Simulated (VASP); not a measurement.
# MnO2 (P4_2/mnm) in VASP: a series of runs

MnO2 is run at these levels: PBE; tasks: single point.

Program: VASP 6.6.1. These are calculated values, not measurements. Logs are shortened: lines on timing, memory, paths and dates and some standing lists are left out, and cuts for length are marked.

### 1 The cell of the first run

It takes space group P4_2/mnm (No. 136, tetragonal). Conventional cell: a = 4.398 Å, b = 4.398 Å, c = 2.873 Å, α = 90.00°, β = 90.00°, γ = 90.00°. Mn (site symmetry mmm) has 6 O at 1.88 to 1.90 Å within 2.5 Å. O (site symmetry m2m) has 3 Mn at 1.88 to 1.90 Å and 1 O at 2.42 Å within 2.5 Å.

### 2 Single point, PBE

INCAR reads:

```
SYSTEM = MnO2
  ALGO = Normal
  EDIFF = 1E-6
  ENCUT = 600
  GGA = PE
  GGA_COMPAT = .False.
  ISIF = 2
  ISMEAR = 0
  LASPH = .True.
  LCHARG = .True.
  LELF = .True.
  LREAL = .False.
  LVHAR = .True.
  LWAVE = .False.
  NBANDS = 36
  NELM = 120
  PREC = Accurate
  SIGMA = 0.3
```

KPOINTS reads:

```
k-points
0
Gamma
  5 5 7
  0 0 0
```

POSCAR reads:

```
MnO2
1.0
    4.3983000000      0.0000000000      0.0000000000
    0.0000000000      4.3983000000      0.0000000000
    0.0000000000      0.0000000000      2.8730000000
Mn O
2 4
Direct
    0.0000000000      0.0000000000      0.0000000000
    0.5000000000      0.5000000000      0.5000000000
    0.3051500000      0.3051500000      0.0000000000
    0.1948500000      0.8051500000      0.5000000000
    0.6948500000      0.6948500000      0.0000000000
    0.8051500000      0.1948500000      0.5000000000
```

Potentials or basis: VASP PAW PBE potentials, release 64 (Mn_sv, O).

Command:

```bash
cat potpaw_PBE.64/Mn_sv/POTCAR potpaw_PBE.64/O/POTCAR > POTCAR
mpirun -np 1 vasp_std > vasp.out
```

OUTCAR:

```text
SYSTEM = MnO2
   EDIFF = 1E-6
   ENCUT = 600
   GGA = PE
   ISIF = 2
   ISMEAR = 0
   LASPH = .True.
   LREAL = .False.
   NELM = 120
   PREC = Accurate

 ion  position               nearest neighbor table
   1  0.000  0.000  0.000-   4 1.88   6 1.88   4 1.88   6 1.88   5 1.90   3 1.90
   2  0.500  0.500  0.500-   3 1.88   5 1.88   3 1.88   5 1.88   4 1.90   6 1.90
   3  0.305  0.305  0.000-   2 1.88   2 1.88   1 1.90
   4  0.195  0.805  0.500-   1 1.88   1 1.88   2 1.90
   5  0.695  0.695  0.000-   2 1.88   2 1.88   1 1.90
   6  0.805  0.195  0.500-   1 1.88   1 1.88   2 1.90

  LATTYP: Found a simple tetragonal cell.
 ALAT       =     4.3983000000
 C/A-ratio  =     0.6532069209

  Lattice vectors:

 A1 = (   4.3983000000,   0.0000000000,   0.0000000000)
 A2 = (   0.0000000000,   4.3983000000,   0.0000000000)
 A3 = (   0.0000000000,   0.0000000000,   2.8730000000)

Analysis of symmetry for initial positions (statically):
=====================================================================
 Subroutine PRICEL returns:
 Original cell was already a primitive cell.

 Routine SETGRP: Setting up the symmetry group for a
 simple tetragonal supercell.

 Subroutine GETGRP returns: Found 16 space group operations
 (whereof  8 operations were pure point group operations)
 out of a pool of 16 trial point group operations.

The static configuration has the point symmetry D_2h.
 The point group associated with its full space group is D_4h.

Analysis of symmetry for dynamics (positions and initial velocities):
=====================================================================
 Subroutine PRICEL returns:
 Original cell was already a primitive cell.

 Routine SETGRP: Setting up the symmetry group for a
 simple tetragonal supercell.

 Subroutine GETGRP returns: Found 16 space group operations
 (whereof  8 operations were pure point group operations)
 out of a pool of 16 trial point group operations.

The dynamic configuration has the point symmetry D_2h.
 The point group associated with its full space group is D_4h.

 Subroutine INISYM returns: Found 16 space group operations
 (whereof  8 operations are pure point group operations),
 and found     1 'primitive' translations

----------------------------------------------------------------------------------------

                                     Primitive cell

  volume of cell :      55.5783

  direct lattice vectors                    reciprocal lattice vectors
     4.398300000  0.000000000  0.000000000     0.227360571  0.000000000  0.000000000
     0.000000000  4.398300000  0.000000000     0.000000000  0.227360571  0.000000000
     0.000000000  0.000000000  2.873000000     0.000000000  0.000000000  0.348068221

  length of vectors
     4.398300000  4.398300000  2.873000000     0.227360571  0.227360571  0.348068221

  position of ions in fractional coordinates (direct lattice)
     0.000000000  0.000000000  0.000000000
     0.500000000  0.500000000  0.500000000
     0.305150000  0.305150000  0.000000000
     0.194850000  0.805150000  0.500000000
     0.694850000  0.694850000  0.000000000
     0.805150000  0.194850000  0.500000000

  ion indices of the primitive-cell ions
   primitive index   ion index
                 1           1
                 2           2
                 3           3
                 4           4
                 5           5
                 6           6

----------------------------------------------------------------------------------------

 KPOINTS: k-points

Automatic generation of k-mesh.
 Grid dimensions read from file:
 generate k-points for:    5    5    7

 Generating k-lattice:

  Cartesian coordinates                     Fractional coordinates (reciprocal lattice)
     0.045472114  0.000000000  0.000000000     0.200000000  0.000000000  0.000000000
     0.000000000  0.045472114  0.000000000     0.000000000  0.200000000  0.000000000
     0.000000000  0.000000000  0.049724032     0.000000000  0.000000000  0.142857143

  Length of vectors
     0.045472114  0.045472114  0.049724032

  Shift w.r.t. Gamma in fractional coordinates (k-lattice)
     0.000000000  0.000000000  0.000000000

 Subroutine IBZKPT returns following result:
 ===========================================

 Found     24 irreducible k-points:

 Following reciprocal coordinates:
            Coordinates               Weight
  0.000000  0.000000  0.000000      1.000000
  0.200000  0.000000  0.000000      4.000000
  0.400000  0.000000  0.000000      4.000000
  0.200000  0.200000  0.000000      4.000000
  0.400000  0.200000  0.000000      8.000000
  0.400000  0.400000  0.000000      4.000000
[... 16 lines left out ...]
  0.400000  0.200000  0.428571     16.000000
  0.400000  0.400000  0.428571      8.000000
   k-points           NKPTS =     24   k-points in BZ     NKDIM =     24   number of bands    NBANDS=     36
   number of dos      NEDOS =    301   number of ions     NIONS =      6
   total plane-waves  NPLWV =  31104
   dimension x,y,z NGX =    36 NGY =   36 NGZ =   24
   dimension x,y,z NGXF=    72 NGYF=   72 NGZF=   48
   ions per type =               2   4
   NGX,Y,Z   is equivalent  to a cutoff of  13.61, 13.61, 13.89 a.u.
   NGXF,Y,Z  is equivalent  to a cutoff of  27.21, 27.21, 27.78 a.u.
 SYSTEM =  MnO2
   PREC   = accura    normal or accurate (medium, high low for compatibility)
   ISTART =      0    job   : 0-new  1-cont  2-samecut
   ICHARG =      2    charge: 1-file 2-atom 10-const
   ISPIN  =      1    spin polarized calculation?
   LNONCOLLINEAR =      F non collinear calculations
   LSORBIT =      F    spin-orbit coupling
   LASPH  =      T    aspherical Exc in radial PAW
   ENCUT  =  600.0 eV  44.10 Ry    6.64 a.u.   8.78  8.78  5.74*2*pi/ulx,y,z
   NELM   =    120;   NELMIN=  2; NELMDL= -5     # of ELM steps
   EDIFF  = 0.1E-05   stopping-criterion for ELM
   LREAL  =      F    real-space projection
   EDIFFG = 0.1E-04   stopping-criterion for IOM
   NSW    =      0    number of steps for IOM
   IBRION =     -1    ionic relax: 0-MD 1-quasi-New 2-CG
   NFREE  =      0    steps in history (QN), initial steepest desc. (CG)
   ISIF   =      2    stress and relaxation
   ISYM   =      2    0-nonsym 1-usesym 2-fastsym
   POTIM  = 0.5000    time-step for ionic-motion
   TEBEG  =    0.0;   TEEND  =   0.0 temperature during run
   PSTRESS=    0.0 pullay stress
   NELECT =      54.0000    total number of electrons
   NUPDOWN=      -1.0000    fix difference up-down
   EMIN   =  10.00;   EMAX   =-10.00  energy-range for DOS
   EFERMI =   0.00;   METHOD = LEGACY
   ISMEAR =     0;   SIGMA  =   0.30  broadening in eV -4-tet -1-fermi 0-gaus
   EFERMI_NEDOS =   21; number of points for ismear=-14 and -15
   IALGO  =     38    algorithm
   IMIX   =      4    mixing-type and parameters
     AMIX     =   0.40;   BMIX     =  1.00
     AMIX_MAG =   1.60;   BMIX_MAG =  1.00
  volume/ion in A,a.u.               =       9.26        62.51
  Fermi-wavevector in a.u.,A,eV,Ry     =   1.621453  3.064101 35.771202  2.629109
  Thomas-Fermi vector in A             =   2.715226
   LORBIT       =      0    0 simple, 1 ext, 2 COOP (PROOUT), +10 PAW based schemes
   GGA     = PE    functional components
   LHFCALC =     F    Hartree Fock is set to
   AEXX    =    0.0000 exact exchange contribution
   IVDW    =     0    specifies the selected vdW correction
   LEPSILON=     F    determine dielectric tensor
   LRPA    =     F    only Hartree local field effects (RPA)
 non-spin polarized calculation
 Gauss-broadening in eV      SIGMA  =   0.30
  energy-cutoff  :      600.00
  volume of cell :       55.58
 maximum number of plane-waves:      1883
 NGX is ok and might be reduce to    36
   NGX = 17   NGY = 17   NGZ = 11

 number of electron      53.9999939 magnetization

 Free energy of the ion-electron system (eV)
  ---------------------------------------------------
  ext. energy  EPLUGINS =         0.00000000
  ---------------------------------------------------
  free energy    TOTEN  =       -47.00241632 eV

  energy without entropy =      -46.63606628  energy(sigma->0) =      -46.81924130

 E-fermi :   6.7781     XC(G=0): -12.0905

 val. band max:        6.7688311646   @ k =   0.2000   0.2000   0.4286
 cond. band min:       6.7799318415   @ k =   0.2000   0.0000   0.4286
 fundamental gap:      0.0111006769
 Fermi energy:         6.7781356102

 k-point     1 :       0.0000    0.0000    0.0000
  band No.  band energies     occupation
      1     -73.2945      2.00000
      2     -73.2913      2.00000
      3     -42.1254      2.00000
      4     -42.1254      2.00000
      5     -41.9668      2.00000
      6     -41.9668      2.00000
[... 28 lines left out ...]
     35      14.5104      0.00000
     36      17.9664      0.00000

 k-point     2 :       0.2000    0.0000    0.0000
  band No.  band energies     occupation
      1     -73.2942      2.00000
      2     -73.2916      2.00000
      3     -42.1249      2.00000
      4     -42.1248      2.00000
      5     -41.9675      2.00000
      6     -41.9675      2.00000
[... 28 lines left out ...]
     35      15.0337      0.00000
     36      17.9360      0.00000

 k-point     3 :       0.4000    0.0000    0.0000
  band No.  band energies     occupation
      1     -73.2934      2.00000
      2     -73.2924      2.00000
      3     -42.1241      2.00000
      4     -42.1240      2.00000
      5     -41.9683      2.00000
      6     -41.9682      2.00000
[... 28 lines left out ...]
     35      16.2237      0.00000
     36      17.3883      0.00000
[... 742 lines left out ...]
 k-point    23 :       0.4000    0.2000    0.4286
  band No.  band energies     occupation
      1     -73.2842      2.00000
      2     -73.2840      2.00000
      3     -42.1167      2.00000
      4     -42.1161      2.00000
      5     -42.0220      2.00000
      6     -42.0210      2.00000
[... 28 lines left out ...]
     35      18.5443      0.00000
     36      19.2164      0.00000

 k-point    24 :       0.4000    0.4000    0.4286
  band No.  band energies     occupation
      1     -73.2841      2.00000
      2     -73.2841      2.00000
      3     -42.1163      2.00000
      4     -42.1157      2.00000
      5     -42.0221      2.00000
      6     -42.0216      2.00000
[... 28 lines left out ...]
     35      18.3908      0.00000
     36      18.7213      0.00000

------------------------ aborting loop because EDIFF is reached ----------------------------------------

  FORCE on cell =-STRESS in cart. coord.  units (eV):
  Direction    XX          YY          ZZ          XY          YZ          ZX
  --------------------------------------------------------------------------------------
  -------------------------------------------------------------------------------------
  Total       -1.9020622     -1.9020622     -3.9754075      0.0000000      0.0000000      0.0000000
  in kB      -54.8314794    -54.8314794   -114.6006059      0.0000000      0.0000000      0.0000000
  external PRESSURE =     -74.7545216 kB  Pullay stress =       0.0000000 kB

 VOLUME and BASIS-vectors are now :
 -----------------------------------------------------------------------------
  energy-cutoff  :      600.00
  volume of cell :       55.58
      direct lattice vectors                 reciprocal lattice vectors
     4.398300000  0.000000000  0.000000000     0.227360571  0.000000000  0.000000000
     0.000000000  4.398300000  0.000000000     0.000000000  0.227360571  0.000000000
     0.000000000  0.000000000  2.873000000     0.000000000  0.000000000  0.348068221

 POSITION                                       TOTAL-FORCE (eV/Angst)
 -----------------------------------------------------------------------------------
      0.00000      0.00000      0.00000         0.000000     -0.000000     -0.000000
      2.19915      2.19915      1.43650         0.000000     -0.000000     -0.000000
      1.34214      1.34214      0.00000        -0.186746     -0.186746     -0.000000
      0.85701      3.54129      1.43650         0.186746     -0.186746     -0.000000
      3.05616      3.05616      0.00000         0.186746      0.186746      0.000000
      3.54129      0.85701      1.43650        -0.186746      0.186746      0.000000
 -----------------------------------------------------------------------------------
    total drift:                                0.000000      0.000000      0.000000

  FREE ENERGIE OF THE ION-ELECTRON SYSTEM (eV)
  ---------------------------------------------------
  free  energy   TOTEN  =       -47.0024163238 eV

  energy  without entropy=      -46.6360662786  energy(sigma->0) =      -46.81924130
```

Run time: 26 s. Hardware: 1 thread of Intel Xeon 6975P-C (Granite Rapids), shared host; peak memory 0.19 GiB.

What came out:

| Quantity | Value |
| --- | --- |
| Free energy | -47.0024 eV |
| Pressure | -7.5 GPa |
| Largest force | 0.264 eV/Å |
| Band gap on the k mesh | zero (band 27 reaches 6.93 eV, above the bottom of band 28 at 6.17 eV) |

Forces in eV/Å, atoms in the order of the input:
```
Mn   0.000  0.000  0.000
Mn   0.000  0.000  0.000
O   -0.187 -0.187  0.000
O    0.187 -0.187  0.000
O    0.187  0.187  0.000
O   -0.187  0.187  0.000
```

Stress tensor (GPa, compression positive):
```
 -5.48   0.00   0.00
  0.00  -5.48   0.00
  0.00   0.00 -11.46
```

Caveat: the run has no spin polarisation, though such a crystal can be magnetic; semilocal functionals often make such compounds metallic where correlation or magnetic order opens a gap, which also shifts bond lengths.

### 3 Single point, PBE

INCAR reads:

```
PREC     = Accurate       # precision mode
ENCUT    = 600            # plane-wave cutoff, eV
EDIFF    = 1E-6           # SCF threshold, eV
ISMEAR   = -1             # smearing method
SIGMA    = 0.02           # smearing width, eV
LREAL    = False          # projectors in reciprocal space
LASPH    = True           # aspherical terms in the spheres
NELM     = 120            # most SCF steps
ALGO     = Normal         # electronic algorithm
ISIF     = 2              # what is computed and relaxed
LWAVE    = False          # write WAVECAR
LCHARG   = False          # write CHGCAR
GGA      = PE             # functional
NBANDS   = 36             # bands
GGA_COMPAT= False
```

KPOINTS reads:

```
Automatic mesh
0
Gamma
  5 5 7
```

POSCAR is that of step 2.

Potentials or basis: VASP PAW PBE potentials, release 64 (Mn_sv, O).

Command:

```bash
cat potpaw_PBE.64/Mn_sv/POTCAR potpaw_PBE.64/O/POTCAR > POTCAR
mpirun -np 1 vasp_std > vasp.out
```

Run time: 27 s. Hardware: 1 thread of Intel Xeon 6975P-C (Granite Rapids), shared host; peak memory 0.19 GiB.

It converged, with:

```yaml
Free_energy: -46.8073 eV
Pressure: -8.1 GPa
Largest_force: 0.321 eV/Å
Band_gap_on_the_k_mesh: zero (band 27 reaches 6.93 eV, above the bottom of band 28 at 6.18 eV)
```

Forces on the atoms (eV/Å):
```
Mn   0.000  0.000  0.000
Mn   0.000  0.000  0.000
O   -0.227 -0.227  0.000
O    0.227 -0.227  0.000
O    0.227  0.227  0.000
O   -0.227  0.227  0.000
```

Stress tensor (GPa, compression positive):
```
 -5.78   0.00   0.00
  0.00  -5.78   0.00
  0.00   0.00 -12.76
```

Levels at points of the mesh, in eV from the Fermi level:
| k point | band 23 | band 24 | band 25 | band 26 | band 27 | band 28 | band 29 | band 30 | band 31 | band 32 |
| --- | --- | --- | --- | --- | --- | --- | --- | --- | --- | --- |
| (0.00, 0.00, 0.00) | -1.39 | -1.19 | -0.97 | -0.63 | -0.63 | -0.56 | -0.47 | 1.07 | 1.35 | 3.65 |

Caveat: the run has no spin polarisation, though such a crystal can be magnetic; semilocal functionals often make such compounds metallic where correlation or magnetic order opens a gap, which also shifts bond lengths.

### 4 Single point, PBE

INCAR reads:

```
SYSTEM = MnO2
PREC     = Accurate       ! precision mode
ENCUT    = 600            ! plane-wave cutoff, eV
EDIFF    = 1E-6           ! SCF threshold, eV
ISMEAR   = -1             ! smearing method
SIGMA    = 0.01           ! smearing width, eV
LREAL    = .FALSE.        ! projectors in reciprocal space
LASPH    = .TRUE.         ! aspherical terms in the spheres
NELM     = 120            ! most SCF steps
ALGO     = Normal         ! electronic algorithm
ISIF     = 2              ! what is computed and relaxed
LWAVE    = .FALSE.        ! write WAVECAR
LCHARG   = .FALSE.        ! write CHGCAR
GGA      = PE             ! functional
NBANDS   = 36             ! bands
GGA_COMPAT= .FALSE.
```

KPOINTS reads:

```
Automatic mesh
0
G
  5 5 7
  0 0 0
```

POSCAR is that of step 3.

Command:

```bash
cat potpaw_PBE.64/Mn_sv/POTCAR potpaw_PBE.64/O/POTCAR > POTCAR
mpirun -np 1 vasp_std > vasp.out
```

Run time: 58 s. Hardware: 1 thread of Intel Xeon Platinum 8375C at 2.90GHz (Ice Lake), shared host; peak memory 0.19 GiB.

Results (log left out):

```
Free energy            : -46.8017 eV
Pressure               : -8.1 GPa
Largest force          : 0.322 eV/Å
Band gap on the k mesh : zero (band 27 reaches 6.93 eV, above the bottom of band 28 at 6.17 eV)
```

Forces on the atoms (eV/Å):
```
Mn   0.000  0.000  0.000
Mn   0.000  0.000  0.000
O   -0.228 -0.228  0.000
O    0.228 -0.228  0.000
O    0.228  0.228  0.000
O   -0.228  0.228  0.000
```

Stress tensor (GPa, compression positive):
```
 -5.65   0.00   0.00
  0.00  -5.65   0.00
  0.00   0.00 -13.02
```

Levels at points of the mesh, in eV from the Fermi level:
```
           k point  band 24  band 25  band 26  band 27  band 28  band 29  band 30  band 31
(0.00, 0.00, 0.00)    -1.19    -0.96    -0.62    -0.62    -0.56    -0.47     1.08     1.36
```

Caveat: the run has no spin polarisation, though such a crystal can be magnetic; semilocal functionals often make such compounds metallic where correlation or magnetic order opens a gap, which also shifts bond lengths. Spin polarisation is off, so any magnetic state and its effect on volume and gap are missing.

### 5 The runs side by side

```csv
smearing,gap on the mesh (eV),pressure (GPa),largest force (eV/Å)
gaussian 0.3 eV,none,-7.5,0.26
fermi-dirac 0.02 eV,none,-8.1,0.32
fermi-dirac 0.01 eV,none,-8.1,0.32
```

Alike in all rows: task single point; level PBE; potentials or basis VASP PAW PBE potentials, release 64 (Mn_sv, O); no spin polarisation; cell as given; k mesh 5 × 5 × 7; cutoff (eV) 600.

Every run on the cell as given and a fine mesh finds a metal.

Caveats: the run has no spin polarisation, though such a crystal can be magnetic; semilocal functionals often make such compounds metallic where correlation or magnetic order opens a gap, which also shifts bond lengths.

Total energies depend on the potentials used, so only differences within one code and one set of settings carry meaning.
